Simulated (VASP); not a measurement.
# BN (P6_3mc) in VASP: single point with r2SCAN

Aim: the single point of BN with r2SCAN.

Everything below comes from runs of VASP 6.6.1. Logs are shortened: lines on timing, memory, paths and dates and some standing lists are left out, and cuts for length are marked.

## Step 1: The cell of the first run

The structure is hexagonal, space group P6_3mc (No. 186). The conventional cell has a = 2.536 Å, b = 2.536 Å, c = 4.199 Å, α = 90.00°, β = 90.00°, γ = 120.00°. B (site symmetry 3m) has 4 N at 1.56 to 1.57 Å within 2.1 Å. Within 2.1 Å of N (site symmetry 3m) lie 4 B at 1.56 to 1.57 Å.

## Step 2: Single point, r2SCAN

Input file POSCAR:

```
BN
1.0
    2.5360000000      0.0000000000      0.0000000000
   -1.2680000000      2.1962400000      0.0000000000
    0.0000000000      0.0000000000      4.1990000000
B N
2 2
Direct
    0.6666666667      0.3333333333      0.0000000000
    0.3333333333      0.6666666667      0.5000000000
    0.6666666667      0.3333333333      0.3750000000
    0.3333333333      0.6666666667      0.8750000000
```

Input file INCAR.step1:

```
SYSTEM = BN
PREC = Accurate
ENCUT = 660
ISMEAR = 0
SIGMA = 0.1
LREAL = .FALSE.
LASPH = .TRUE.
NELM = 120
NBANDS = 16
GGA = PE
ALGO = Normal
EDIFF = 1E-5
LWAVE = .TRUE.
LCHARG = .FALSE.
GGA_COMPAT = .FALSE.
```

Input file INCAR.step2:

```
SYSTEM = BN
PREC = Accurate
ENCUT = 660
EDIFF = 1E-6
ISMEAR = 0
SIGMA = 0.1
LREAL = .FALSE.
LASPH = .TRUE.
NELM = 120
ALGO = Normal
ISIF = 2
LWAVE = .FALSE.
LCHARG = .FALSE.
METAGGA = R2SCAN
LMIXTAU = .TRUE.
NBANDS = 16
ISTART = 1
GGA_COMPAT = .FALSE.
```

Input file KPOINTS:

```
regular mesh
0
G
  6 6 3
  0 0 0
```

Potentials or basis: VASP PAW PBE potentials, release 64 (B, N).

Started as:

```bash
$ cat potpaw_PBE.64/B/POTCAR potpaw_PBE.64/N/POTCAR > POTCAR
$ cp INCAR.step1 INCAR
$ mpirun -np 1 vasp_std > vasp.out
$ cp INCAR.step2 INCAR
$ mpirun -np 1 vasp_std > vasp.out
```

OUTCAR:

```text
SYSTEM = BN
   PREC = Accurate
   ENCUT = 660
   EDIFF = 1E-6
   ISMEAR = 0
   LREAL = .FALSE.
   LASPH = .TRUE.
   NELM = 120
   ISIF = 2
   METAGGA = R2SCAN
   ISTART = 1

 ion  position               nearest neighbor table
   1  0.667  0.333  0.000-   4 1.56   4 1.56   4 1.56   3 1.57
   2  0.333  0.667  0.500-   3 1.56   3 1.56   3 1.56   4 1.57
   3  0.667  0.333  0.375-   2 1.56   2 1.56   2 1.56   1 1.57
   4  0.333  0.667  0.875-   1 1.56   1 1.56   1 1.56   2 1.57

  LATTYP: Found a hexagonal cell.
 ALAT       =     2.5360000000
 C/A-ratio  =     1.6557570978

  Lattice vectors:

 A1 = (   2.5360000000,   0.0000000000,   0.0000000000)
 A2 = (  -1.2680000000,   2.1962400000,   0.0000000000)
 A3 = (   0.0000000000,   0.0000000000,   4.1990000000)

Analysis of symmetry for initial positions (statically):
=====================================================================
 Subroutine PRICEL returns:
 Original cell was already a primitive cell.

 Routine SETGRP: Setting up the symmetry group for a
 hexagonal supercell.

 Subroutine GETGRP returns: Found 12 space group operations
 (whereof  6 operations were pure point group operations)
 out of a pool of 24 trial point group operations.

The static configuration has the point symmetry C_3v.
 The point group associated with its full space group is C_6v.

Analysis of symmetry for dynamics (positions and initial velocities):
=====================================================================
 Subroutine PRICEL returns:
 Original cell was already a primitive cell.

 Routine SETGRP: Setting up the symmetry group for a
 hexagonal supercell.

 Subroutine GETGRP returns: Found 12 space group operations
 (whereof  6 operations were pure point group operations)
 out of a pool of 24 trial point group operations.

The dynamic configuration has the point symmetry C_3v.
 The point group associated with its full space group is C_6v.

 Subroutine INISYM returns: Found 12 space group operations
 (whereof  6 operations are pure point group operations),
 and found     1 'primitive' translations

----------------------------------------------------------------------------------------

                                     Primitive cell

  volume of cell :      23.3870

  direct lattice vectors                    reciprocal lattice vectors
     2.536000000  0.000000000  0.000000000     0.394321767  0.227661822  0.000000000
    -1.268000000  2.196240000  0.000000000     0.000000000  0.455323644  0.000000000
     0.000000000  0.000000000  4.199000000     0.000000000  0.000000000  0.238151941

  length of vectors
     2.536000000  2.535999633  4.199000000     0.455323578  0.455323644  0.238151941

  position of ions in fractional coordinates (direct lattice)
     0.666666667  0.333333333  0.000000000
     0.333333333  0.666666667  0.500000000
     0.666666667  0.333333333  0.375000000
     0.333333333  0.666666667  0.875000000

  ion indices of the primitive-cell ions
   primitive index   ion index
                 1           1
                 2           2
                 3           3
                 4           4

----------------------------------------------------------------------------------------

 KPOINTS: regular mesh

Automatic generation of k-mesh.
 Grid dimensions read from file:
 generate k-points for:    6    6    3

 Generating k-lattice:

  Cartesian coordinates                     Fractional coordinates (reciprocal lattice)
     0.065720294  0.037943637  0.000000000     0.166666667  0.000000000  0.000000000
     0.000000000  0.075887274  0.000000000     0.000000000  0.166666667  0.000000000
     0.000000000  0.000000000  0.079383980     0.000000000  0.000000000  0.333333333

  Length of vectors
     0.075887263  0.075887274  0.079383980

  Shift w.r.t. Gamma in fractional coordinates (k-lattice)
     0.000000000  0.000000000  0.000000000

 Subroutine IBZKPT returns following result:
 ===========================================

 Found     14 irreducible k-points:

 Following reciprocal coordinates:
            Coordinates               Weight
  0.000000  0.000000  0.000000      1.000000
  0.166667 -0.000000  0.000000      6.000000
  0.333333 -0.000000  0.000000      6.000000
  0.500000 -0.000000  0.000000      3.000000
  0.166667  0.166667  0.000000      6.000000
  0.333333  0.166667  0.000000     12.000000
  0.333333  0.333333  0.000000      2.000000
  0.000000  0.000000  0.333333      2.000000
  0.166667 -0.000000  0.333333     12.000000
  0.333333 -0.000000  0.333333     12.000000
  0.500000 -0.000000  0.333333      6.000000
  0.166667  0.166667  0.333333     12.000000
  0.333333  0.166667  0.333333     24.000000
  0.333333  0.333333  0.333333      4.000000
   k-points           NKPTS =     14   k-points in BZ     NKDIM =     14   number of bands    NBANDS=     16
   number of dos      NEDOS =    301   number of ions     NIONS =      4
   total plane-waves  NPLWV =  20736
   dimension x,y,z NGX =    24 NGY =   24 NGZ =   36
   dimension x,y,z NGXF=    48 NGYF=   48 NGZF=   72
   ions per type =               2   2
   NGX,Y,Z   is equivalent  to a cutoff of  15.73, 15.73, 14.25 a.u.
   NGXF,Y,Z  is equivalent  to a cutoff of  31.47, 31.47, 28.51 a.u.
 SYSTEM =  BN
   PREC   = accura    normal or accurate (medium, high low for compatibility)
   ISTART =      1    job   : 0-new  1-cont  2-samecut
   ICHARG =      0    charge: 1-file 2-atom 10-const
   ISPIN  =      1    spin polarized calculation?
   LNONCOLLINEAR =      F non collinear calculations
   LSORBIT =      F    spin-orbit coupling
   LASPH  =      T    aspherical Exc in radial PAW
   ENCUT  =  660.0 eV  48.51 Ry    6.96 a.u.   5.31  5.31  8.80*2*pi/ulx,y,z
   NELM   =    120;   NELMIN=  2; NELMDL=  0     # of ELM steps
   EDIFF  = 0.1E-05   stopping-criterion for ELM
   LREAL  =      F    real-space projection
[... 7 lines left out ...]
   TEBEG  =    0.0;   TEEND  =   0.0 temperature during run
   PSTRESS=    0.0 pullay stress
   NELECT =      16.0000    total number of electrons
   NUPDOWN=      -1.0000    fix difference up-down
   EMIN   =  10.00;   EMAX   =-10.00  energy-range for DOS
   EFERMI =   0.00;   METHOD = LEGACY
   ISMEAR =     0;   SIGMA  =   0.10  broadening in eV -4-tet -1-fermi 0-gaus
   EFERMI_NEDOS =   21; number of points for ismear=-14 and -15
   IALGO  =     38    algorithm
   IMIX   =      4    mixing-type and parameters
     AMIX     =   0.40;   BMIX     =  1.00
     AMIX_MAG =   1.60;   BMIX_MAG =  1.00
  volume/ion in A,a.u.               =       5.85        39.46
  Fermi-wavevector in a.u.,A,eV,Ry     =   1.442524  2.725976 28.312048  2.080877
  Thomas-Fermi vector in A             =   2.561035
   LORBIT       =      0    0 simple, 1 ext, 2 COOP (PROOUT), +10 PAW based schemes
   METAGGA = R2SCAN    functional components
   LHFCALC =     F    Hartree Fock is set to
   AEXX    =    0.0000 exact exchange contribution
   IVDW    =     0    specifies the selected vdW correction
   LEPSILON=     F    determine dielectric tensor
   LRPA    =     F    only Hartree local field effects (RPA)
 non-spin polarized calculation
 Gauss-broadening in eV      SIGMA  =   0.10
  energy-cutoff  :      660.00
  volume of cell :       23.39
 maximum number of plane-waves:       918
 NGX is ok and might be reduce to    24
   NGX = 11   NGY = 11   NGZ = 17

 number of electron      16.0000000 magnetization

 Free energy of the ion-electron system (eV)
  ---------------------------------------------------
  ext. energy  EPLUGINS =         0.00000000
  ---------------------------------------------------
  free energy    TOTEN  =       -38.26224185 eV

  energy without entropy =      -38.26224185  energy(sigma->0) =      -38.26224185

 E-fermi :   8.0547     XC(G=0): -13.6887

 val. band max:        7.5251154039   @ k =   0.0000   0.0000   0.0000
 cond. band min:      13.2544618497   @ k =   0.3333   0.3333   0.0000
 fundamental gap:      5.7293464458
 Fermi energy:         8.0546611594

 k-point     1 :       0.0000    0.0000    0.0000
  band No.  band energies     occupation
      1     -14.0595      2.00000
      2      -9.7881      2.00000
      3      -3.8778      2.00000
      4       5.3082      2.00000
      5       5.3082      2.00000
      6       7.2746      2.00000
[... 8 lines left out ...]
     15      20.3608      0.00000
     16      25.0722      0.00000

 k-point     2 :       0.1667   -0.0000    0.0000
  band No.  band energies     occupation
      1     -13.4333      2.00000
      2      -9.3218      2.00000
      3      -3.2564      2.00000
      4       2.8286      2.00000
      5       4.3128      2.00000
      6       5.4219      2.00000
[... 8 lines left out ...]
     15      22.0887      0.00000
     16      23.9749      0.00000

 k-point     3 :       0.3333   -0.0000    0.0000
  band No.  band energies     occupation
      1     -11.6688      2.00000
      2      -8.3298      2.00000
      3      -1.5314      2.00000
      4      -1.0846      2.00000
      5       1.6854      2.00000
      6       2.8721      2.00000
[... 8 lines left out ...]
     15      24.5839      0.00000
     16      25.2963      0.00000

 k-point     4 :       0.5000   -0.0000    0.0000
  band No.  band energies     occupation
      1      -9.8336      2.00000
      2      -8.4730      2.00000
      3      -2.4397      2.00000
      4      -0.6927      2.00000
      5       0.2842      2.00000
      6       2.2968      2.00000
[... 8 lines left out ...]
     15      25.3040      0.00000
     16      26.8587      0.00000

 k-point     5 :       0.1667    0.1667    0.0000
  band No.  band energies     occupation
      1     -12.2306      2.00000
      2      -8.5539      2.00000
      3      -2.0676      2.00000
      4       0.5883      2.00000
      5       1.5736      2.00000
      6       3.6933      2.00000
[... 8 lines left out ...]
     15      24.2643      0.00000
     16      24.5332      0.00000

 k-point     6 :       0.3333    0.1667    0.0000
  band No.  band energies     occupation
      1     -10.1664      2.00000
      2      -8.0718      2.00000
      3      -1.8387      2.00000
      4      -0.2572      2.00000
      5       0.1258      2.00000
      6       1.2305      2.00000
[... 8 lines left out ...]
     15      24.7116      0.00000
     16      25.3301      0.00000

 k-point     7 :       0.3333    0.3333    0.0000
  band No.  band energies     occupation
      1      -8.5812      2.00000
      2      -8.5812      2.00000
      3      -2.0969      2.00000
      4      -0.0615      2.00000
      5      -0.0615      2.00000
      6       1.8125      2.00000
[... 8 lines left out ...]
     15      23.9186      0.00000
     16      23.9186      0.00000

 k-point     8 :       0.0000    0.0000    0.3333
  band No.  band energies     occupation
      1     -13.3726      2.00000
      2     -11.4709      2.00000
      3      -0.9747      2.00000
      4       4.1224      2.00000
      5       5.7818      2.00000
      6       5.7818      2.00000
[... 8 lines left out ...]
     15      20.3793      0.00000
     16      23.3961      0.00000

 k-point     9 :       0.1667   -0.0000    0.3333
  band No.  band energies     occupation
      1     -12.7609      2.00000
      2     -10.9143      2.00000
      3      -0.5894      2.00000
      4       3.3669      2.00000
      5       3.7284      2.00000
      6       4.8464      2.00000
[... 8 lines left out ...]
     15      21.7943      0.00000
     16      23.5061      0.00000

 k-point    10 :       0.3333   -0.0000    0.3333
  band No.  band energies     occupation
      1     -11.0651      2.00000
      2      -9.4933      2.00000
      3      -1.4441      2.00000
      4       0.1109      2.00000
      5       1.6209      2.00000
      6       3.4568      2.00000
[... 8 lines left out ...]
     15      23.7445      0.00000
     16      25.1731      0.00000

 k-point    11 :       0.5000   -0.0000    0.3333
  band No.  band energies     occupation
      1      -9.4415      2.00000
      2      -8.7131      2.00000
      3      -3.1730      2.00000
      4      -2.2382      2.00000
      5       2.5222      2.00000
      6       2.8955      2.00000
[... 8 lines left out ...]
     15      24.8912      0.00000
     16      26.3030      0.00000

 k-point    12 :       0.1667    0.1667    0.3333
  band No.  band energies     occupation
      1     -11.5975      2.00000
      2      -9.9045      2.00000
      3      -0.4709      2.00000
      4       1.3787      2.00000
      5       1.8444      2.00000
      6       2.9176      2.00000
[... 8 lines left out ...]
     15      23.4416      0.00000
     16      23.9952      0.00000

 k-point    13 :       0.3333    0.1667    0.3333
  band No.  band energies     occupation
      1      -9.6910      2.00000
      2      -8.6281      2.00000
      3      -2.3239      2.00000
      4      -1.2923      2.00000
      5       1.0292      2.00000
      6       2.3847      2.00000
[... 8 lines left out ...]
     15      24.4316      0.00000
     16      25.4938      0.00000

 k-point    14 :       0.3333    0.3333    0.3333
  band No.  band energies     occupation
      1      -8.4713      2.00000
      2      -8.4713      2.00000
      3      -1.4580      2.00000
      4      -1.4580      2.00000
      5      -1.3777      2.00000
      6       0.4745      2.00000
[... 8 lines left out ...]
     15      25.4275      0.00000
     16      25.4275      0.00000

------------------------ aborting loop because EDIFF is reached ----------------------------------------

  FORCE on cell =-STRESS in cart. coord.  units (eV):
  Direction    XX          YY          ZZ          XY          YZ          ZX
  --------------------------------------------------------------------------------------
  -------------------------------------------------------------------------------------
  Total        0.7215159      0.7215156      0.5639017      0.0000000      0.0000000     -0.0000000
  in kB       49.4289692     49.4289501     38.6312751      0.0000000      0.0000000     -0.0000000
  external PRESSURE =      45.8297315 kB  Pullay stress =       0.0000000 kB

 VOLUME and BASIS-vectors are now :
 -----------------------------------------------------------------------------
  energy-cutoff  :      660.00
  volume of cell :       23.39
      direct lattice vectors                 reciprocal lattice vectors
     2.536000000  0.000000000  0.000000000     0.394321767  0.227661822  0.000000000
    -1.268000000  2.196240000  0.000000000     0.000000000  0.455323644  0.000000000
     0.000000000  0.000000000  4.199000000     0.000000000  0.000000000  0.238151941

 POSITION                                       TOTAL-FORCE (eV/Angst)
 -----------------------------------------------------------------------------------
      1.26800      0.73208      0.00000        -0.000000     -0.000000      0.047219
     -0.00000      1.46416      2.09950         0.000000      0.000000      0.047219
      1.26800      0.73208      1.57462         0.000000      0.000000     -0.047219
     -0.00000      1.46416      3.67413        -0.000000      0.000000     -0.047219
 -----------------------------------------------------------------------------------
    total drift:                                0.000000     -0.000000      0.000539

  FREE ENERGIE OF THE ION-ELECTRON SYSTEM (eV)
  ---------------------------------------------------
  free  energy   TOTEN  =       -38.2622418470 eV

  energy  without entropy=      -38.2622418470  energy(sigma->0) =      -38.26224185
```

Run time: 14 s. Hardware: 1 thread of Intel Xeon 6975P-C (Granite Rapids), shared host; peak memory 0.15 GiB.

What came out:

```yaml
Free_energy: -38.2622 eV
Pressure: 4.6 GPa
Largest_force: 0.047 eV/Å
Band_gap_on_the_k_mesh: 5.73 eV (least direct gap 9.06 eV)
```

Forces in eV/Å, atoms in the order of the input:
```
B    0.000  0.000  0.047
B    0.000  0.000  0.047
N    0.000  0.000 -0.047
N    0.000  0.000 -0.047
```

Stress tensor (GPa, compression positive):
```
4.94 0.00 0.00
0.00 4.94 0.00
0.00 0.00 3.86
```

Caveat: the k points lie up to 0.50 Å⁻¹ apart; the PAW data sets were made with another functional, which shifts forces and pressure a little; an odd mesh through Γ misses points on the zone boundary, where band edges can lie.
